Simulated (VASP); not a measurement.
Write the native input for VASP 6.6.1 that does the following.

```yaml
Task: single point
Functional: r2SCAN
Potentials_or_basis: VASP PAW PBE potentials, release 64 (Cd, Se)
Cutoff: 520 eV
k_mesh: 8 × 8 × 8
Occupations: gaussian, width 0.01 eV
Spin: no spin polarisation
Dipole_correction: no
Further_INCAR_settings: ALGO = Normal; EDIFF = 1e-07; NBANDS = 16
```

The system is CdSe.

```
Cd Se
1.0
     0.00000    3.06780    3.06780
     3.06780    0.00000    3.06780
     3.06780    3.06780    0.00000
Cd Se
1 1
Cartesian
  0.0000 0.0000 0.0000
  4.6017 4.6017 4.6017
```

These files were run (other wordings do the same):

POSCAR

```
CdSe
1.0
    0.0000000000      3.0678017005      3.0678017005
    3.0678017005      0.0000000000      3.0678017005
    3.0678017005      3.0678017005      0.0000000000
Cd Se
1 1
Direct
    0.0000000000      0.0000000000      0.0000000000
    0.7500000000      0.7500000000      0.7500000000
```

INCAR.step1

```
SYSTEM = CdSe
PREC     = Accurate       ! precision mode
ENCUT    = 520            ! plane-wave cutoff, eV
ISMEAR   = 0              ! smearing method
SIGMA    = 0.01           ! smearing width, eV
LREAL    = .False.        ! projectors in reciprocal space
LASPH    = .True.         ! aspherical terms in the spheres
NELM     = 80             ! most SCF steps
NBANDS   = 16             ! bands
GGA      = PE             ! functional
ALGO     = Normal         ! electronic algorithm
EDIFF    = 1E-4           ! SCF threshold, eV
LWAVE    = .True.         ! write WAVECAR
LCHARG   = .False.        ! write CHGCAR
```

INCAR.step2

```
SYSTEM = CdSe
PREC     = Accurate       ! precision mode
ENCUT    = 520            ! plane-wave cutoff, eV
EDIFF    = 1E-7           ! SCF threshold, eV
ISMEAR   = 0              ! smearing method
SIGMA    = 0.01           ! smearing width, eV
LREAL    = .False.        ! projectors in reciprocal space
LASPH    = .True.         ! aspherical terms in the spheres
NELM     = 80             ! most SCF steps
ALGO     = Normal         ! electronic algorithm
ISIF     = 2              ! what is computed and relaxed
LWAVE    = .False.        ! write WAVECAR
LCHARG   = .False.        ! write CHGCAR
METAGGA  = R2SCAN         ! meta-GGA
LMIXTAU  = .True.       
NBANDS   = 16             ! bands
ISTART   = 1
```

KPOINTS

```
regular mesh
0
Gamma
  8 8 8
  0 0 0
```

Potentials or basis: VASP PAW PBE potentials, release 64 (Cd, Se).

Launch:

```sh
$ cat potpaw_PBE.64/Cd/POTCAR potpaw_PBE.64/Se/POTCAR > POTCAR
$ cp INCAR.step1 INCAR
$ mpirun -np 1 vasp_std > vasp.out
$ cp INCAR.step2 INCAR
$ mpirun -np 1 vasp_std > vasp.out
```

Results of the run:

| Property | Result |
| --- | --- |
| Pressure | 0.2 GPa |
| Band gap on the k mesh | 1.03 eV, direct |

Caveat: the PAW data sets were made with another functional, which shifts forces and pressure a little.

It took 66 s on 1 thread of Intel(R) Xeon(R) Platinum 8488C (Sapphire Rapids), with other jobs on the host, peak memory 0.19 GiB.
